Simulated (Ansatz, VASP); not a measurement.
## One calculation of Sb, two programs

The input POSCAR:

```
Sb
1.0
   -1.8713408863      1.8713408863      1.8713408863
    1.8713408863     -1.8713408863      1.8713408863
    1.8713408863      1.8713408863     -1.8713408863
Sb
1
Direct
    0.0000000000      0.0000000000      0.0000000000
```

The input INCAR.step1:

```
SYSTEM = Sb
PREC     = Accurate       ! precision mode
ENCUT    = 600            ! plane-wave cutoff, eV
ISMEAR   = -1             ! smearing method
SIGMA    = 0.05           ! smearing width, eV
LREAL    = .False.        ! projectors in reciprocal space
LASPH    = .True.         ! aspherical terms in the spheres
NELM     = 60             ! most SCF steps
GGA      = PE             ! functional
ALGO     = Normal         ! electronic algorithm
EDIFF    = 1E-4           ! SCF threshold, eV
LWAVE    = .True.         ! write WAVECAR
LCHARG   = .False.        ! write CHGCAR
```

The input INCAR.step2:

```
SYSTEM = Sb
PREC     = Accurate       ! precision mode
ENCUT    = 600            ! plane-wave cutoff, eV
EDIFF    = 1E-6           ! SCF threshold, eV
ISMEAR   = -1             ! smearing method
SIGMA    = 0.05           ! smearing width, eV
LREAL    = .False.        ! projectors in reciprocal space
LASPH    = .True.         ! aspherical terms in the spheres
NELM     = 60             ! most SCF steps
ALGO     = Normal         ! electronic algorithm
ISIF     = 3              ! what is computed and relaxed
LWAVE    = .False.        ! write WAVECAR
LCHARG   = .False.        ! write CHGCAR
METAGGA  = R2SCAN         ! meta-GGA
LMIXTAU  = .True.       
IBRION   = 2              ! ionic algorithm
NSW      = 60             ! ionic steps
EDIFFG   = -0.01          ! ionic threshold
ISTART   = 1
```

KPOINTS

```
regular mesh
0
Gamma
  10 10 10
  0 0 0
```

The input input.yaml:

```yaml
crystal:
  lattice:
    - [-1.8713408863, 1.8713408863, 1.8713408863]
    - [1.8713408863, -1.8713408863, 1.8713408863]
    - [1.8713408863, 1.8713408863, -1.8713408863]
  atoms:
    - { symbol: Sb, position: [0.0, 0.0, 0.0] }
hamiltonian:
  xc: r2scan
  pseudopotentials: { kind: paw }
kpoints:
  mp_grid: { grid: [10, 10, 10] }
scf:
  occupations: { method: fermi_dirac, width: 0.05 }
output:
  forces: true
  stress: true
  eigenvalues: true
  write_density: true
  write_potential: true
  elf: true
  volumetric_format: npy
relax:
  f_tol: 0.01
  max_steps: 40
  cell: { stress_tol: 0.05 }
```

Alike in both runs: task relaxation of cell and atoms; functional r2SCAN; k mesh 10 × 10 × 10; occupations fermi-dirac, width 0.05 eV; no spin polarisation.

```csv
,VASP,Ansatz
version,VASP 6.6.1,Ansatz 0.2.0
potentials or method,"VASP PAW PBE potentials, release 64 (Sb)",Ansatz PAW
plane-wave cutoff (eV),600,500
valence electrons in the cell,5,15
```

VASP gave:

- gap on the k mesh at the Fermi level, each at its own relaxed structure (eV): none
- relaxed volume (Å³/atom): 27.18
- relaxed cell length with the largest relative difference (Å): 3.281

What did Ansatz give for the same quantities?

gap on the k mesh at the Fermi level, each at its own relaxed structure (eV): none; relaxed volume (Å³/atom): 27.21; relaxed cell length with the largest relative difference (Å): 3.282.

VASP's potentials were made for PBE, not for r2SCAN. A gap of «none» marks a metal or a gap that the smearing closes. VASP's potentials hold 5 valence electrons a cell and Ansatz's 15, so a difference there can come from the potentials and not from the codes.

Neither program's run includes spin-orbit coupling. Noted on Ansatz's run: the plane-wave basis is chosen anew once the cell has moved, so the energies of steps on either side of that aren't comparable.
